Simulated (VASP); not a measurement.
KScS2:

```
CELL_PARAMETERS angstrom
3.99483 0.00000 0.00000
0.00000 3.99483 0.00000
0.00000 0.00000 11.75122
ATOMIC_POSITIONS crystal
K 0.50000 0.00000 0.88929
K 0.00000 0.50000 0.11071
S 0.50000 0.00000 0.17842
S 0.00000 0.50000 0.39888
S 0.50000 0.00000 0.60112
S 0.00000 0.50000 0.82158
Sc 0.50000 0.00000 0.37516
Sc 0.00000 0.50000 0.62484
```

Base run:

| Item | Value |
| --- | --- |
| Program | VASP 6.6.1 |
| Functional | PBE |
| Potentials or basis | VASP PAW PBE potentials, release 64 (K_sv, S, Sc_sv) |
| Cutoff | 520 eV |
| k mesh | 6 × 6 × 2 |
| Occupations | gaussian, width 0.01 eV |
| Spin | no spin polarisation |

Its results: band gap on the k mesh 0.58 eV; pressure 0.8 GPa; largest force 0.099 eV/Å.

Question: The run is repeated on the same cell with these changes: functional from PBE to r2SCAN. What comes out?

Answer: Band gap on the k mesh 0.84 eV; pressure 0.2 GPa; largest force 0.051 eV/Å.

Caveats: the PAW data sets were made with another functional, which shifts forces and pressure a little (at least some runs).

A k mesh can miss the band edges.
